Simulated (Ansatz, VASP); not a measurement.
Two plane-wave programs on Nb

INCAR

```
PREC = Accurate ; ENCUT = 520
EDIFF = 1E-6 ; ISMEAR = -1
SIGMA = 0.1 ; LREAL = F
LASPH = T ; NELM = 60
ALGO = Normal ; ISIF = 2
LWAVE = F ; LCHARG = F
NBANDS = 20
```

Contents of KPOINTS:

```
Automatic mesh
0
Gamma
  14 14 7
```

File POSCAR:

```
Nb
1.0
    2.7344464667      0.0000000000      0.0000000000
   -1.3672232333      2.3681001054      0.0000000000
    0.0000000000      0.0000000000      5.0190652922
Nb
2
Direct
    0.3333333333      0.6666666667      0.2500000000
    0.6666666667      0.3333333333      0.7500000000
```

Input for Ansatz:

```yaml
crystal:
  lattice:
    - [2.7344464667, 0.0, 0.0]
    - [-1.3672232333, 2.3681001054, 0.0]
    - [0.0, 0.0, 5.0190652922]
  atoms:
    - { symbol: Nb, position: [0.3333333333, 0.6666666667, 0.25] }
    - { symbol: Nb, position: [0.6666666667, 0.3333333333, 0.75] }
hamiltonian:
  xc: lda
  pseudopotentials:
    kind: paw
    azcp:
      Nb: "pseudopotentials/Nb.paw.azcp"
basis:
  ecutwfc: 420
  fft_grid_basis: typed
kpoints:
  mp_grid: { grid: [14, 14, 7], shift: [0, 0, 0] }
magnetization:
  spin_polarized: false
scf:
  occupations: { method: fermi_dirac, width: 0.1 }
  lower_state_search: "off"
output:
  stress: true
```

Alike in both runs: task single point; functional LDA; k mesh 14 × 14 × 7; occupations fermi-dirac, width 0.1 eV; no spin polarisation.

|  | VASP | Ansatz |
| --- | --- | --- |
| version | VASP 6.6.1 | Ansatz 0.2.0 |
| potentials or method | VASP PAW LDA potentials, release 64 (Nb_sv), cutoff 520 eV | plane waves (420 eV) with PAW, scalar-relativistic |
| valence electrons in the cell | 26 | 26 |

|  | VASP | Ansatz | Ansatz less VASP |
| --- | --- | --- | --- |
| pressure (GPa) | 17.3 | 17.4 | +0.08 |
| traceless stress, the component that is largest in VASP (GPa) | -0.46 | -0.45 | +0.009 |

Ansatz warns that its potentials were made for another functional, while VASP's fit it. LDA's correlation is that of Perdew and Zunger in VASP and of Perdew and Wang (1992) in Ansatz.
